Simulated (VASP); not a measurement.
# MgO (P1) in VASP: notebook

Runs on MgO. Level: PBE. Tasks: single point.

All numbers are computed with VASP 6.6.1; they aren't measurements. Logs are shortened: lines on timing, memory, paths and dates and some standing lists are left out, and cuts for length are marked.

### 1 The cell of the first run

The typed cell holds 8 atoms: a = 3.280 Å, b = 3.280 Å, c = 10.515 Å, α = 90.00°, β = 90.00°, γ = 120.00°.

### 2 Single point, PBE (atom 6 (O) moved by -0.220 Å along [1 0 0] and +0.000 Å along [0 0 1])

Input file INCAR:

```
PREC = Accurate ; ENCUT = 520
EDIFF = 1E-6 ; ISMEAR = 0
SIGMA = 0.05 ; LREAL = False
LASPH = True ; NELM = 80
ALGO = Normal ; ISIF = 2
LWAVE = False ; LCHARG = False
GGA = PE ; NBANDS = 26
```

Input file KPOINTS:

```
regular mesh
0
Gamma
  9 9 2
```

Input file POSCAR:

```
MgO
1.0
    3.2803754002      0.0000000000      0.0000000000
   -1.6401877001      2.8408884305      0.0000000000
    0.0000000000      0.0000000000     10.5147056238
Mg O
4 4
Direct
    0.3333333333      0.6666666667      0.9694791811
    0.0000000000      0.0000000000      0.2208070585
    0.0000000000      0.0000000000      0.7208070585
    0.6666666667      0.3333333333      0.4694791811
    0.3333333333      0.6666666667      0.7800540723
   -0.0670654950      0.0000000000      0.5296578681
    0.0000000000      0.0000000000      0.0296578681
    0.6666666667      0.3333333333      0.2800540723
```

Potentials or basis: VASP PAW PBE potentials, release 64 (Mg, O).

The run is started by

```bash
> cat potpaw_PBE.64/Mg/POTCAR potpaw_PBE.64/O/POTCAR > POTCAR
> mpirun -np 1 vasp_std > vasp.out
```

OUTCAR:

```text
PREC = Accurate
   ENCUT = 520
   EDIFF = 1E-6
   ISMEAR = 0
   LREAL = False
   LASPH = True
   NELM = 80
   ISIF = 2
   GGA = PE

 ion  position               nearest neighbor table
   1  0.333  0.667  0.969-   5 1.99   7 2.00   7 2.00   7 2.00   3 3.23   3 3.23   3 3.23   2 3.25
                             2 3.25   2 3.25
   2  0.000  0.000  0.221-   8 1.99   8 1.99   8 1.99   7 2.01   4 3.23   4 3.23   4 3.23   1 3.25
                             1 3.25   1 3.25
   3  0.000  0.000  0.721-   5 1.99   5 1.99   5 1.99   6 2.02   1 3.23   1 3.23   1 3.23   4 3.25
                             4 3.25   4 3.25
   4  0.667  0.333  0.469-   6 1.82   8 1.99   6 2.01   6 2.18   2 3.23   2 3.23   2 3.23   3 3.25
                             3 3.25   3 3.25
   5  0.333  0.667  0.780-   1 1.99   3 1.99   3 1.99   3 1.99
   6  0.933  0.000  0.530-   4 1.82   4 2.01   3 2.02   4 2.18
   7  0.000  0.000  0.030-   1 2.00   1 2.00   1 2.00   2 2.01
   8  0.667  0.333  0.280-   4 1.99   2 1.99   2 1.99   2 1.99

  LATTYP: Found a hexagonal cell.
 ALAT       =     3.2803754002
 C/A-ratio  =     3.2053360793

  Lattice vectors:

 A1 = (   3.2803754002,   0.0000000000,   0.0000000000)
 A2 = (  -1.6401877001,   2.8408884305,   0.0000000000)
 A3 = (   0.0000000000,   0.0000000000,  10.5147056238)

Analysis of symmetry for initial positions (statically):
=====================================================================
 Subroutine PRICEL returns:
 Original cell was already a primitive cell.

 Routine SETGRP: Setting up the symmetry group for a
 hexagonal supercell.

 Subroutine GETGRP returns: Found  1 space group operations
 (whereof  1 operations were pure point group operations)
 out of a pool of 24 trial point group operations.

The static configuration has the point symmetry C_1 .

Analysis of symmetry for dynamics (positions and initial velocities):
=====================================================================
 Subroutine PRICEL returns:
 Original cell was already a primitive cell.

 Routine SETGRP: Setting up the symmetry group for a
 hexagonal supercell.

 Subroutine GETGRP returns: Found  1 space group operations
 (whereof  1 operations were pure point group operations)
 out of a pool of 24 trial point group operations.

The dynamic configuration has the point symmetry C_1 .

 Subroutine INISYM returns: Found  1 space group operations
 (whereof  1 operations are pure point group operations),
 and found     1 'primitive' translations
[... 112 lines left out ...]
   NFREE  =      0    steps in history (QN), initial steepest desc. (CG)
   ISIF   =      2    stress and relaxation
   ISYM   =      2    0-nonsym 1-usesym 2-fastsym
   POTIM  = 0.5000    time-step for ionic-motion
   TEBEG  =    0.0;   TEEND  =   0.0 temperature during run
   PSTRESS=    0.0 pullay stress
   NELECT =      32.0000    total number of electrons
   NUPDOWN=      -1.0000    fix difference up-down
   EMIN   =  10.00;   EMAX   =-10.00  energy-range for DOS
   EFERMI =   0.00;   METHOD = LEGACY
   ISMEAR =     0;   SIGMA  =   0.05  broadening in eV -4-tet -1-fermi 0-gaus
   EFERMI_NEDOS =   21; number of points for ismear=-14 and -15
   IALGO  =     38    algorithm
   IMIX   =      4    mixing-type and parameters
     AMIX     =   0.40;   BMIX     =  1.00
     AMIX_MAG =   1.60;   BMIX_MAG =  1.00
  volume/ion in A,a.u.               =      12.25        82.66
  Fermi-wavevector in a.u.,A,eV,Ry     =   1.127370  2.130421 17.292509  1.270964
  Thomas-Fermi vector in A             =   2.264056
   LORBIT       =      0    0 simple, 1 ext, 2 COOP (PROOUT), +10 PAW based schemes
   GGA     = PE    functional components
   LHFCALC =     F    Hartree Fock is set to
   AEXX    =    0.0000 exact exchange contribution
   IVDW    =     0    specifies the selected vdW correction
   LEPSILON=     F    determine dielectric tensor
   LRPA    =     F    only Hartree local field effects (RPA)
 non-spin polarized calculation
 Gauss-broadening in eV      SIGMA  =   0.05
  energy-cutoff  :      520.00
  volume of cell :       97.99
 maximum number of plane-waves:      2688
   NGX = 13   NGY = 13   NGZ = 39

 number of electron      32.0000020 magnetization

 Free energy of the ion-electron system (eV)
  ---------------------------------------------------
  ext. energy  EPLUGINS =         0.00000000
  ---------------------------------------------------
  free energy    TOTEN  =       -46.69210443 eV

  energy without entropy =      -46.69210443  energy(sigma->0) =      -46.69210443

 E-fermi :   1.0120     XC(G=0):  -9.5853

 val. band max:        0.7737262940   @ k =   0.0000   0.0000   0.0000
 cond. band min:       4.1402260970   @ k =   0.0000   0.0000   0.0000
 fundamental gap:      3.3664998030
 Fermi energy:         1.0120355060

 k-point     1 :       0.0000    0.0000    0.0000
  band No.  band energies     occupation
      1     -15.1935      2.00000
      2     -14.8843      2.00000
      3     -14.8710      2.00000
      4     -14.5364      2.00000
      5      -2.3071      2.00000
      6      -1.1577      2.00000
[... 685 lines left out ...]
     25      13.3796      0.00000
     26      13.8234      0.00000

 [... further k-points ...]

------------------------ aborting loop because EDIFF is reached ----------------------------------------

  FORCE on cell =-STRESS in cart. coord.  units (eV):
  Direction    XX          YY          ZZ          XY          YZ          ZX
  --------------------------------------------------------------------------------------
  -------------------------------------------------------------------------------------
  Total        0.7229016      0.2448127     -0.0269447     -1.4106671     -0.5501240      1.0197521
  in kB       11.8199306      4.0028533     -0.4405639    -23.0653614     -8.9948997     16.6736367
  external PRESSURE =       5.1274067 kB  Pullay stress =       0.0000000 kB

 VOLUME and BASIS-vectors are now :
 -----------------------------------------------------------------------------
  energy-cutoff  :      520.00
  volume of cell :       97.99
      direct lattice vectors                 reciprocal lattice vectors
     3.280375400  0.000000000  0.000000000     0.304843159  0.176001280  0.000000000
    -1.640187700  2.840888431  0.000000000     0.000000000  0.352002560  0.000000000
     0.000000000  0.000000000 10.514705624     0.000000000  0.000000000  0.095104897

 POSITION                                       TOTAL-FORCE (eV/Angst)
 -----------------------------------------------------------------------------------
     -0.00000      1.89393     10.19379        -0.001617     -0.000555     -0.002549
      0.00000      0.00000      2.32172        -0.019030      0.000069     -0.007847
      0.00000      0.00000      7.57907        -0.131164      0.000617     -0.062647
      1.64019      0.94696      4.93644        -1.929459      0.761131     -0.452236
     -0.00000      1.89393      8.20204        -0.046573     -0.014228      0.014793
      3.06038      0.00000      5.56920         2.178211     -0.757553      0.509489
      0.00000      0.00000      0.31184         0.000466     -0.000057      0.004598
      1.64019      0.94696      2.94469        -0.050835      0.010578     -0.003601
 -----------------------------------------------------------------------------------
    total drift:                                0.000472     -0.000012     -0.000379

  FREE ENERGIE OF THE ION-ELECTRON SYSTEM (eV)
  ---------------------------------------------------
  free  energy   TOTEN  =       -46.6921044276 eV

  energy  without entropy=      -46.6921044276  energy(sigma->0) =      -46.69210443
```

Run time: 1.8 min. Hardware: 1 thread of Intel Xeon Platinum 8488C (Sapphire Rapids), shared host; peak memory 0.31 GiB.

Results:

```
Free energy            : -46.6921 eV
Pressure               : 0.5 GPa
Largest force          : 2.362 eV/Å
Band gap on the k mesh : 3.37 eV
```

Forces in eV/Å, atoms in the order of the input:
```
Mg  -0.002 -0.001 -0.003
Mg  -0.019  0.000 -0.008
Mg  -0.131  0.001 -0.063
Mg  -1.929  0.761 -0.452
O   -0.047 -0.014  0.015
O    2.178 -0.758  0.509
O    0.000  0.000  0.005
O   -0.051  0.011 -0.004
```

Caveat: the cell differs from its parent crystal (atom 6 (O) moved by -0.220 Å along [1 0 0] and +0.000 Å along [0 0 1]); forces of over 1 eV/Å act on the atoms, so gaps and moduli don't describe the material at rest.

### 3 Single point, PBE (atom 6 (O) moved by -0.440 Å along [1 0 0] and -0.220 Å along [0 0 1])

Input file INCAR:

```
PREC = Accurate
ENCUT = 520
EDIFF = 1E-6
ISMEAR = 0
SIGMA = 0.05
LREAL = F
LASPH = T
NELM = 100
ALGO = Normal
ISIF = 2
LWAVE = F
LCHARG = F
GGA = PE
NBANDS = 26
```

Input file KPOINTS:

```
Automatic mesh
0
Gamma
  9 9 2
```

Changes to POSCAR since step 2:

```diff
@@ -13,3 +13,3 @@
     0.3333333333      0.6666666667      0.7800540723
-   -0.0670654950      0.0000000000      0.5296578681
+   -0.1341309900      0.0000000000      0.5087347907
     0.0000000000      0.0000000000      0.0296578681
```

Potentials or basis: VASP PAW PBE potentials, release 64 (Mg, O).

The run is started by

```bash
> cat potpaw_PBE.64/Mg/POTCAR potpaw_PBE.64/O/POTCAR > POTCAR
> mpirun -np 1 vasp_std > vasp.out
```

Run time: 2.1 min. Hardware: 1 thread of Intel Xeon Platinum 8488C (Sapphire Rapids), shared host; peak memory 0.3 GiB.

Results (log left out):

* Free energy: -45.0996 eV
* Pressure: 6.2 GPa
* Largest force: 10.811 eV/Å
* Band gap on the k mesh: 2.77 eV

Forces on the atoms (eV/Å):
```
Mg  -0.002 -0.002  0.438
Mg  -0.049  0.000  0.432
Mg  -0.330  0.001 -0.513
Mg  -7.705  5.335 -3.399
O   -0.059 -0.039 -0.409
O    8.292 -5.357  4.407
O    0.001  0.000 -0.442
O   -0.149  0.062 -0.515
```

Stress tensor (GPa, compression positive):
```
 10.93 -11.11   4.52
-11.11   7.86  -4.05
  4.52  -4.05  -0.14
```

Levels at points of the mesh, in eV from the valence-band top:
| k point | band 14 | band 15 | band 16 | band 17 | band 18 | band 19 |
| --- | --- | --- | --- | --- | --- | --- |
| (0.00, 0.00, 0.00) | -0.25 | -0.05 | 0.00 | 2.77 | 5.12 | 5.49 |
| (0.00, 0.00, 0.50) | -0.43 | -0.05 | -0.01 | 3.32 | 4.05 | 6.74 |

Caveat: the cell differs from its parent crystal (atom 6 (O) moved by -0.440 Å along [1 0 0] and -0.220 Å along [0 0 1]); the cell stands under pressure; forces of over 1 eV/Å act on the atoms, so gaps and moduli don't describe the material at rest.

### 4 Single point, PBE (atom 6 (O) moved by -0.660 Å along [1 0 0] and +0.440 Å along [0 0 1])

Input file INCAR:

```
SYSTEM = MgO
ALGO = Normal ; EDIFF = 1E-6
ENCUT = 520 ; GGA = PE
ISIF = 2 ; ISMEAR = 0
LASPH = .True. ; LCHARG = .False.
LREAL = .False. ; LWAVE = .False.
NBANDS = 26 ; NELM = 80
PREC = Accurate ; SIGMA = 0.05
```

Input file KPOINTS:

```
k-points
0
Gamma
  9 9 2
  0 0 0
```

Changes to POSCAR since step 3:

```diff
@@ -13,3 +13,3 @@
     0.3333333333      0.6666666667      0.7800540723
-   -0.1341309900      0.0000000000      0.5087347907
+   -0.2011964850      0.0000000000      0.5715040230
     0.0000000000      0.0000000000      0.0296578681
```

The run is started by

```bash
> cat potpaw_PBE.64/Mg/POTCAR potpaw_PBE.64/O/POTCAR > POTCAR
> mpirun -np 1 vasp_std > vasp.out
```

Run time: 2.3 min. Hardware: 1 thread of Intel Xeon Platinum 8488C (Sapphire Rapids), shared host; peak memory 0.3 GiB.

The run converged. Its results:

```
Free energy            : -44.7044 eV
Pressure               : 6.5 GPa
Largest force          : 5.927 eV/Å
Band gap on the k mesh : 1.42 eV
```

Forces on the atoms (eV/Å):
```
Mg  -0.005 -0.005 -0.837
Mg  -0.023  0.000 -0.882
Mg   1.503  0.007  4.387
Mg  -2.559  2.446 -0.267
O   -0.253 -0.240  1.242
O    1.393 -2.244 -5.307
O    0.001 -0.002  0.871
O   -0.057  0.037  0.794
```

Stress tensor (GPa, compression positive):
```
 3.77 -1.12  7.82
-1.12  2.26 -5.37
 7.82 -5.37 13.37
```

Levels at points of the mesh, in eV from the valence-band top:
| k point | band 12 | band 13 | band 14 | band 15 | band 16 | band 17 | band 18 | band 19 | band 20 | band 21 |
| --- | --- | --- | --- | --- | --- | --- | --- | --- | --- | --- |
| (0.00, 0.00, 0.00) | -1.38 | -1.03 | -0.66 | -0.18 | 0.00 | 1.42 | 4.07 | 4.70 | 7.18 | 8.02 |
| (0.00, 0.00, 0.50) | -1.38 | -1.28 | -0.79 | -0.18 | -0.02 | 1.83 | 3.33 | 5.81 | 6.09 | 8.95 |

Caveat: the cell differs from its parent crystal (atom 6 (O) moved by -0.660 Å along [1 0 0] and +0.440 Å along [0 0 1]); the cell stands under pressure; an odd mesh through Γ misses points on the zone boundary, where band edges can lie; forces of over 1 eV/Å act on the atoms, so gaps and moduli don't describe the material at rest.

### 5 Overview

```tsv
cell	gap on the mesh (eV)	pressure (GPa)	largest force (eV/Å)
as given, atomic positions A	3.37	0.5	2.36
as given, atomic positions B	2.77	6.2	10.81
as given, atomic positions C	1.42	6.5	5.93
```

Alike in all rows: task single point; level PBE; potentials or basis VASP PAW PBE potentials, release 64 (Mg, O); no spin polarisation; k mesh 9 × 9 × 2; cutoff (eV) 520; smearing gaussian 0.05 eV.

Caveats: forces of over 1 eV/Å act on the atoms, so gaps and moduli don't describe the material at rest; the cell stands under pressure (at least some runs); an odd mesh through Γ misses points on the zone boundary, where band edges can lie (at least some runs).

Total energies depend on the potentials used, so only differences within one code and one set of settings carry meaning.
